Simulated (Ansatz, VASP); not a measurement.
Two plane-wave programs on ZnAg2S2

```
CELL_PARAMETERS angstrom
3.88458 0.00000 0.00000
-1.94229 3.36415 0.00000
0.00000 0.00000 7.11230
ATOMIC_POSITIONS crystal
Zn 0.00000 0.00000 0.00000
Ag 0.66667 0.33333 0.38227
Ag 0.33333 0.66667 0.61773
S 0.33333 0.66667 0.19038
S 0.66667 0.33333 0.80962
```

Change from the starting cell: species swapped into the MgAl2C2 type (P-3m1, No. 164).

Alike in both runs: functional PBE; k mesh 12 × 12 × 6; occupations gaussian, width 0.1 eV; no spin polarisation.

Ansatz relaxed the structure, and its values are those at the end. VASP's run is a single point on that final structure, the one shown.

|  | VASP | Ansatz |
| --- | --- | --- |
| version | VASP 6.6.1 | Ansatz 0.2.0 |
| potentials or method | VASP PAW PBE potentials, release 64 (Zn, Ag, S), cutoff 520 eV | scalar-relativistic, plane waves, PAW |
| valence electrons in the cell | 46 | 62 |

Ansatz gave:

| Property | Result |
| --- | --- |
| gap on the k mesh at the Fermi level (eV) | none |
| pressure (GPa) | 0.0 |
| rms of the force components (eV/Å) | 0.000 |

Task: Which values does VASP return?

Result: gap on the k mesh at the Fermi level (eV): none; pressure (GPa): -0.1; rms of the force components (eV/Å): 0.006.

A gap of «none» marks a metal or a gap that the smearing closes. VASP's potentials hold 46 valence electrons a cell and Ansatz's 62, so a difference there can come from the potentials and not from the codes.
